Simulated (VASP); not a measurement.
Input of a VASP 6.6.1 run:

File INCAR:

```
SYSTEM = W
PREC = Accurate
ENCUT = 520
EDIFF = 1E-6
ISMEAR = 0
SIGMA = 0.1
LREAL = .False.
LASPH = .True.
NELM = 80
ALGO = Fast
ISIF = 2
LWAVE = .False.
LCHARG = .True.
LDIPOL = .True.
IDIPOL = 3
DIPOL = 0.5 0.5 0.497
GGA = PE
LELF = .True.
LVHAR = .True.
LVACPOTAV = .True.
NBANDS = 96
```

The input KPOINTS:

```
Automatic mesh
0
Gamma
  4 4 1
  0 0 0
```

The input POSCAR:

```
W
1.0
    5.5140853216      0.0000000000      0.0000000000
   -1.8380284405      5.1987294973      0.0000000000
    0.0000000000      0.0000000000     20.5022318120
W
12
Direct
    0.2500000000      0.2500000000      0.3902014216
    0.2500000000      0.7500000000      0.3902014216
    0.7500000000      0.2500000000      0.3902014216
    0.7500000000      0.7500000000      0.3902014216
    0.5000000000      0.5000000000      0.4965173633
    0.5000000000      0.0000000000      0.4965173633
    0.0000000000      0.5000000000      0.4965173633
    0.0000000000      0.0000000000      0.4965173633
    0.7500000000      0.7500000000      0.6028629229
    0.7500000000      0.2500000000      0.6028629229
    0.2500000000      0.7500000000      0.6028629229
    0.2500000000      0.2500000000      0.6028629229
```

Potentials or basis: VASP PAW PBE potentials, release 64 (W_sv).

The run is started by

```bash
$ cat potpaw_PBE.64/W_sv/POTCAR > POTCAR
$ mpirun -np 1 vasp_std > vasp.out
```

Task: Predict the largest force.

Result: 0.034 eV/Å.

Task: Estimate the band gap on the k mesh.

Result: Zero (bands 84 and 85 overlap by 1.26 eV).

Forces in eV/Å, atoms in the order of the input:
```
W    0.000  0.000 -0.034
W    0.000  0.000 -0.034
W    0.000  0.000 -0.034
W    0.000  0.000 -0.034
W    0.000  0.000  0.005
W    0.000  0.000  0.005
W    0.000  0.000  0.005
W    0.000  0.000  0.005
W    0.000  0.000  0.029
W    0.000  0.000  0.029
W    0.000  0.000  0.029
W    0.000  0.000  0.029
```

Caveat: spin-orbit coupling is left out, which moves the levels of the heavy elements.
